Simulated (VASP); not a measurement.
A run of VASP 6.6.1 is set up as follows.

The input INCAR:

```
SYSTEM = Ti4C
  PREC = Accurate
  ENCUT = 520
  EDIFF = 1E-7
  ISMEAR = 0
  SIGMA = 0.1
  LREAL = .False.
  LASPH = .True.
  NELM = 80
  ALGO = Normal
  ISIF = 2
  LWAVE = .False.
  LCHARG = .False.
  GGA = PE
  NBANDS = 34
```

File KPOINTS:

```
regular mesh
0
Gamma
  8 8 8
  0 0 0
```

File POSCAR:

```
Ti4C
1.0
    4.3699049880      0.0000000000      0.0000000000
    0.0000000000      4.3699049880      0.0000000000
    0.0000000000      0.0000000000      4.3699049880
Ti C
4 1
Direct
    0.2567052410      0.2567052410      0.2567052410
    0.7432947590      0.7432947590      0.2567052410
    0.2567052410      0.7432947590      0.7432947590
    0.7432947590      0.2567052410      0.7432947590
    0.0000000000      0.0000000000      0.0000000000
```

Potentials or basis: VASP PAW PBE potentials, release 64 (Ti_sv, C).

The run is started by

```console
$ cat potpaw_PBE.64/Ti_sv/POTCAR potpaw_PBE.64/C/POTCAR > POTCAR
$ mpirun -np 1 vasp_std > vasp.out
```

(1) Estimate the pressure.

(2) Estimate the band gap on the k mesh.

(3) Estimate the largest force.

## Answers

(1) 0.0 GPa.

(2) zero (bands 26 and 27 overlap by 0.70 eV).

(3) 0.034 eV/Å.
